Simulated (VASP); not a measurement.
The system is Ti.

```
Ti
1.0
     2.95000    0.00000    0.00000
    -1.47500    2.55477    0.00000
     0.00000    0.00000    4.68600
Ti
2
Cartesian
  0.0000 1.7032 1.1715
  1.4750 0.8516 3.5145
```

Base run:

- Program: VASP 6.6.1
- Functional: r2SCAN
- Potentials or basis: VASP PAW PBE potentials, release 64 (Ti_sv)
- Cutoff: 550 eV
- k mesh: 14 × 14 × 8
- Occupations: fermi-dirac, width 0.05 eV
- Spin: no spin polarisation

Its results: band gap on the k mesh zero (band 12 reaches 9.08 eV, above the bottom of band 13 at 7.86 eV); pressure -1.9 GPa.

Q: The run is repeated on the same cell with these changes: functional from r2SCAN to PBEsol; cutoff from 550 eV to 520 eV. What comes out?

A: Band gap on the k mesh zero (band 12 reaches 8.80 eV, above the bottom of band 13 at 7.77 eV); pressure -6.1 GPa.

Caveats: the PAW data sets were made with another functional, which shifts forces and pressure a little.
